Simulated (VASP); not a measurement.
# Al (Fm-3m) in VASP: a series of runs

The runs below take Al through single point, relaxation of cell and atoms, with LDA.

Program: VASP 6.6.1. These are calculated values, not measurements. Logs are shortened: lines on timing, memory, paths and dates and some standing lists are left out, and cuts for length are marked.

## Step 1: The cell of the first run

It takes space group Fm-3m (No. 225, cubic). The conventional cell has a = 3.953 Å, b = 3.953 Å, c = 3.953 Å, α = 90.00°, β = 90.00°, γ = 90.00°. Within 3.7 Å of Al (site symmetry m-3m) lie 12 Al at 2.79 Å.

## Step 2: Single point, LDA

File INCAR:

```
SYSTEM = Al
PREC     = Accurate       ! precision mode
ENCUT    = 520            ! plane-wave cutoff, eV
EDIFF    = 1E-6           ! SCF threshold, eV
ISMEAR   = -1             ! smearing method
SIGMA    = 0.05           ! smearing width, eV
LREAL    = .FALSE.        ! projectors in reciprocal space
LASPH    = .TRUE.         ! aspherical terms in the spheres
NELM     = 100            ! most SCF steps
ALGO     = Normal         ! electronic algorithm
ISIF     = 2              ! what is computed and relaxed
LWAVE    = .FALSE.        ! write WAVECAR
LCHARG   = .FALSE.        ! write CHGCAR
GGA      = CA             ! functional
NBANDS   = 8              ! bands
```

File KPOINTS:

```
Automatic mesh
0
G
  24 24 24
  0 0 0
```

File POSCAR:

```
Al
1.0
    0.0000000000      1.9762776518      1.9762776518
    1.9762776518      0.0000000000      1.9762776518
    1.9762776518      1.9762776518      0.0000000000
Al
1
Direct
    0.0000000000      0.0000000000      0.0000000000
```

Potentials or basis: VASP PAW LDA potentials, release 64 (Al).

Command:

```bash
$ cat potpaw_LDA.64/Al/POTCAR > POTCAR
$ mpirun -np 1 vasp_std > vasp.out
```

OUTCAR:

```text
SYSTEM = Al
   PREC = Accurate
   ENCUT = 520
   EDIFF = 1E-6
   ISMEAR = -1
   LREAL = .FALSE.
   LASPH = .TRUE.
   NELM = 100
   ISIF = 2
   GGA = CA

 ion  position               nearest neighbor table
   1  0.000  0.000  0.000-

  LATTYP: Found a face centered cubic cell.
 ALAT       =     3.9525553036

  Lattice vectors:

 A1 = (   0.0000000000,   1.9762776518,   1.9762776518)
 A2 = (   1.9762776518,   0.0000000000,   1.9762776518)
 A3 = (   1.9762776518,   1.9762776518,   0.0000000000)

Analysis of symmetry for initial positions (statically):
=====================================================================
 Subroutine PRICEL returns:
 Original cell was already a primitive cell.

 Routine SETGRP: Setting up the symmetry group for a
 face centered cubic supercell.

 Subroutine GETGRP returns: Found 48 space group operations
 (whereof 48 operations were pure point group operations)
 out of a pool of 48 trial point group operations.

The static configuration has the point symmetry O_h .

Analysis of symmetry for dynamics (positions and initial velocities):
=====================================================================
 Subroutine PRICEL returns:
 Original cell was already a primitive cell.

 Routine SETGRP: Setting up the symmetry group for a
 face centered cubic supercell.

 Subroutine GETGRP returns: Found 48 space group operations
 (whereof 48 operations were pure point group operations)
 out of a pool of 48 trial point group operations.

The dynamic configuration has the point symmetry O_h .

 Subroutine INISYM returns: Found 48 space group operations
 (whereof 48 operations are pure point group operations),
 and found     1 'primitive' translations

----------------------------------------------------------------------------------------

                                     Primitive cell

  volume of cell :      15.4374

  direct lattice vectors                    reciprocal lattice vectors
     0.000000000  1.976277652  1.976277652    -0.253000888  0.253000888  0.253000888
     1.976277652  0.000000000  1.976277652     0.253000888 -0.253000888  0.253000888
     1.976277652  1.976277652  0.000000000     0.253000888  0.253000888 -0.253000888

  length of vectors
     2.794878658  2.794878658  2.794878658     0.438210392  0.438210392  0.438210392

  position of ions in fractional coordinates (direct lattice)
     0.000000000  0.000000000  0.000000000

  ion indices of the primitive-cell ions
   primitive index   ion index
                 1           1

----------------------------------------------------------------------------------------

 KPOINTS: Automatic mesh

Automatic generation of k-mesh.
 Grid dimensions read from file:
 generate k-points for:   24   24   24

 Generating k-lattice:

  Cartesian coordinates                     Fractional coordinates (reciprocal lattice)
    -0.010541704  0.010541704  0.010541704     0.041666667  0.000000000  0.000000000
     0.010541704 -0.010541704  0.010541704     0.000000000  0.041666667  0.000000000
     0.010541704  0.010541704 -0.010541704     0.000000000  0.000000000  0.041666667

  Length of vectors
     0.018258766  0.018258766  0.018258766

  Shift w.r.t. Gamma in fractional coordinates (k-lattice)
     0.000000000  0.000000000  0.000000000

 Subroutine IBZKPT returns following result:
 ===========================================

 Found    413 irreducible k-points:

 Following reciprocal coordinates:
            Coordinates               Weight
  0.000000  0.000000  0.000000      1.000000
  0.041667  0.000000  0.000000      8.000000
  0.083333  0.000000  0.000000      8.000000
  0.125000  0.000000  0.000000      8.000000
  0.166667  0.000000  0.000000      8.000000
  0.208333  0.000000  0.000000      8.000000
[... 16 lines left out ...]
  0.416667  0.041667  0.000000     24.000000
  0.458333  0.041667  0.000000     24.000000
 [... further k-points ...]
   k-points           NKPTS =    413   k-points in BZ     NKDIM =    413   number of bands    NBANDS=      8
   number of dos      NEDOS =    301   number of ions     NIONS =      1
   total plane-waves  NPLWV =  13824
   dimension x,y,z NGX =    24 NGY =   24 NGZ =   24
   dimension x,y,z NGXF=    48 NGYF=   48 NGZF=   48
   ions per type =               1
   NGX,Y,Z   is equivalent  to a cutoff of  14.28, 14.28, 14.28 a.u.
   NGXF,Y,Z  is equivalent  to a cutoff of  28.55, 28.55, 28.55 a.u.
 SYSTEM =  Al
   PREC   = accura    normal or accurate (medium, high low for compatibility)
   ISTART =      0    job   : 0-new  1-cont  2-samecut
   ICHARG =      2    charge: 1-file 2-atom 10-const
   ISPIN  =      1    spin polarized calculation?
   LNONCOLLINEAR =      F non collinear calculations
   LSORBIT =      F    spin-orbit coupling
   LASPH  =      T    aspherical Exc in radial PAW
   ENCUT  =  520.0 eV  38.22 Ry    6.18 a.u.   5.20  5.20  5.20*2*pi/ulx,y,z
   NELM   =    100;   NELMIN=  2; NELMDL= -5     # of ELM steps
   EDIFF  = 0.1E-05   stopping-criterion for ELM
   LREAL  =      F    real-space projection
   EDIFFG = 0.1E-04   stopping-criterion for IOM
   NSW    =      0    number of steps for IOM
   IBRION =     -1    ionic relax: 0-MD 1-quasi-New 2-CG
   NFREE  =      0    steps in history (QN), initial steepest desc. (CG)
   ISIF   =      2    stress and relaxation
   ISYM   =      2    0-nonsym 1-usesym 2-fastsym
   POTIM  = 0.5000    time-step for ionic-motion
   TEBEG  =    0.0;   TEEND  =   0.0 temperature during run
   PSTRESS=    0.0 pullay stress
   NELECT =       3.0000    total number of electrons
   NUPDOWN=      -1.0000    fix difference up-down
   EMIN   =  10.00;   EMAX   =-10.00  energy-range for DOS
   EFERMI =   0.00;   METHOD = LEGACY
   ISMEAR =    -1;   SIGMA  =   0.05  broadening in eV -4-tet -1-fermi 0-gaus
   EFERMI_NEDOS =   21; number of points for ismear=-14 and -15
   IALGO  =     38    algorithm
   IMIX   =      4    mixing-type and parameters
     AMIX     =   0.40;   BMIX     =  1.00
     AMIX_MAG =   1.60;   BMIX_MAG =  1.00
  volume/ion in A,a.u.               =      15.44       104.18
  Fermi-wavevector in a.u.,A,eV,Ry     =   0.948252  1.791937 12.234123  0.899183
  Thomas-Fermi vector in A             =   2.076423
   LORBIT       =      0    0 simple, 1 ext, 2 COOP (PROOUT), +10 PAW based schemes
   GGA     = CA    functional components
   LHFCALC =     F    Hartree Fock is set to
   AEXX    =    0.0000 exact exchange contribution
   IVDW    =     0    specifies the selected vdW correction
   LEPSILON=     F    determine dielectric tensor
   LRPA    =     F    only Hartree local field effects (RPA)
 non-spin polarized calculation
  energy-cutoff  :      520.00
  volume of cell :       15.44
 maximum number of plane-waves:       444
 NGX is ok and might be reduce to    24
   NGX = 11   NGY = 11   NGZ = 11

 number of electron       3.0000000 magnetization

 Free energy of the ion-electron system (eV)
  ---------------------------------------------------
  ext. energy  EPLUGINS =         0.00000000
  ---------------------------------------------------
  free energy    TOTEN  =        -4.18962807 eV

  energy without entropy =       -4.18606124  energy(sigma->0) =       -4.18784465

 E-fermi :   8.5135     XC(G=0): -10.5924

 val. band max:        8.5105323186   @ k =  -0.4583   0.3333   0.0417
 cond. band min:       8.5243613300   @ k =  -0.4167   0.3750   0.0000
 fundamental gap:      0.0138290114
 Fermi energy:         8.5135208264

 k-point     1 :       0.0000    0.0000    0.0000
  band No.  band energies     occupation
      1      -3.0670      2.00000
      2      21.4362      0.00000
      3      21.4362      0.00000
      4      21.4362      0.00000
      5      23.2800      0.00000
      6      23.2800      0.00000
      7      23.2800      0.00000
      8      25.6029      0.00000

 k-point     2 :       0.0417    0.0000    0.0000
  band No.  band energies     occupation
      1      -3.0178      2.00000
      2      20.4694      0.00000
      3      21.2690      0.00000
      4      21.2690      0.00000
      5      23.5243      0.00000
      6      23.5243      0.00000
      7      23.7006      0.00000
      8      26.1177      0.00000

 k-point     3 :       0.0833    0.0000    0.0000
  band No.  band energies     occupation
      1      -2.8702      2.00000
      2      18.8260      0.00000
      3      20.9217      0.00000
      4      20.9217      0.00000
      5      23.8981      0.00000
      6      24.0964      0.00000
      7      24.0964      0.00000
      8      27.4754      0.00000

 k-point     4 :       0.1250    0.0000    0.0000
  band No.  band energies     occupation
      1      -2.6247      2.00000
      2      17.0909      0.00000
      3      20.5582      0.00000
      4      20.5582      0.00000
      5      23.8383      0.00000
      6      24.7891      0.00000
      7      24.7891      0.00000
      8      26.6809      0.00000

 k-point     5 :       0.1667    0.0000    0.0000
  band No.  band energies     occupation
      1      -2.2818      2.00000
      2      15.3653      0.00000
      3      20.2380      0.00000
      4      20.2380      0.00000
      5      23.7033      0.00000
      6      25.1481      0.00000
      7      25.1481      0.00000
      8      26.3017      0.00000
[... 177 lines left out ...]
 k-point    22 :       0.3750    0.0417    0.0000
  band No.  band energies     occupation
      1       0.6214      2.00000
      2       8.1030      1.99946
      3      18.8297      0.00000
      4      20.0489      0.00000
      5      20.7426      0.00000
      6      22.8368      0.00000
      7      24.0609      0.00000
      8      26.4641      0.00000

 k-point    23 :       0.4167    0.0417    0.0000
  band No.  band energies     occupation
      1       1.4956      2.00000
      2       6.7466      2.00000
      3      18.9317      0.00000
      4      20.0193      0.00000
      5      20.3118      0.00000
      6      22.2798      0.00000
      7      24.2116      0.00000
      8      25.8652      0.00000

 k-point    24 :       0.4583    0.0417    0.0000
  band No.  band energies     occupation
      1       2.4568      2.00000
      2       5.4729      2.00000
      3      19.1151      0.00000
      4      19.6233      0.00000
      5      20.4100      0.00000
      6      21.8007      0.00000
      7      24.4439      0.00000
      8      25.3333      0.00000

 [... further k-points ...]
[... 5 lines left out ...]
  --------------------------------------------------------------------------------------
  -------------------------------------------------------------------------------------
  Total        0.1988382      0.1988382      0.1988382     -0.0000000     -0.0000000      0.0000000
  in kB       20.6365268     20.6365268     20.6365268     -0.0000000     -0.0000000      0.0000000
  external PRESSURE =      20.6365268 kB  Pullay stress =       0.0000000 kB

 VOLUME and BASIS-vectors are now :
 -----------------------------------------------------------------------------
  energy-cutoff  :      520.00
  volume of cell :       15.44
      direct lattice vectors                 reciprocal lattice vectors
     0.000000000  1.976277652  1.976277652    -0.253000888  0.253000888  0.253000888
     1.976277652  0.000000000  1.976277652     0.253000888 -0.253000888  0.253000888
     1.976277652  1.976277652  0.000000000     0.253000888  0.253000888 -0.253000888

 POSITION                                       TOTAL-FORCE (eV/Angst)
 -----------------------------------------------------------------------------------
      0.00000      0.00000      0.00000         0.000000      0.000000      0.000000
 -----------------------------------------------------------------------------------
    total drift:                               -0.000000      0.000000      0.000000

  FREE ENERGIE OF THE ION-ELECTRON SYSTEM (eV)
  ---------------------------------------------------
  free  energy   TOTEN  =        -4.1896280665 eV

  energy  without entropy=       -4.1860612427  energy(sigma->0) =       -4.18784465
```

It took 12 s on 1 thread of Intel Xeon 6975P-C (Granite Rapids), shared host; peak memory 0.15 GiB.

Results:

```yaml
Free_energy: -4.1896 eV
Pressure: 2.1 GPa
```

[end of part 1 of 2]
